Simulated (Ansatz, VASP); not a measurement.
## NaF: VASP beside Ansatz

File INCAR:

```
SYSTEM = NaF
  PREC = Accurate
  ENCUT = 520
  EDIFF = 1E-8
  ISMEAR = -1
  SIGMA = 0.02
  LREAL = .False.
  LASPH = .True.
  NELM = 80
  ALGO = Normal
  ISIF = 2
  LWAVE = .False.
  LCHARG = .False.
  GGA = CA
  LEFG = .True.
  NBANDS = 14
```

Contents of KPOINTS:

```
regular mesh
0
Gamma
  10 10 10
  0 0 0
```

POSCAR

```
NaF
1.0
   -0.0232330000      2.3116835000      2.3116835000
    2.3116835000     -0.0232330000      2.3116835000
    2.3116835000      2.3116835000     -0.0232330000
Na F
1 1
Direct
    0.0000000000      0.0000000000      0.0000000000
    0.5000000000      0.5000000000      0.5000000000
```

Input for Ansatz:

```yaml
crystal:
  lattice:
    - [-0.023233, 2.3116835, 2.3116835]
    - [2.3116835, -0.023233, 2.3116835]
    - [2.3116835, 2.3116835, -0.023233]
  atoms:
    - { symbol: Na, position: [0.0, 0.0, 0.0] }
    - { symbol: F, position: [0.5, 0.5, 0.5] }
kpoints:
  mp_grid: { grid: [10, 10, 10] }
scf:
  occupations: { method: fermi_dirac, width: 0.02 }
hamiltonian:
  xc: lda
  pseudopotentials: { kind: all_electron, datasets: crystal }
output:
  forces: true
  stress: true
  eigenvalues: true
  efg: { contact_densities: true }
```

Change from the starting cell: equal xy, yz and zx shear strains of -1 %, crystal datasets.

Alike in both runs: task electric field gradients; functional LDA; k mesh 10 × 10 × 10; occupations fermi-dirac, width 0.02 eV; no spin polarisation.

```csv
,VASP,Ansatz
version,VASP 6.6.1,Ansatz 0.2.0
potentials or method,"VASP PAW LDA potentials, release 64 (Na_pv, F), cutoff 520 eV","all-electron PAW with datasets made for the crystal, scalar-relativistic"
```

```tsv
	VASP	Ansatz	Ansatz less VASP
gap on the k mesh at the Fermi level (eV)	5.88	5.89	+0.010
pressure (GPa)	-4.7	-4.6	+0.11
traceless stress, the component that is largest in VASP (GPa)	0.28	0.28	+0.002
size of Vzz on the site where it differs most (V/Å²)	0.9	0.8	-0.04
```

LDA's correlation is that of Perdew and Zunger in VASP and of Perdew and Wang (1992) in Ansatz. Ansatz ran all-electron here, and VASP with PAW potentials.
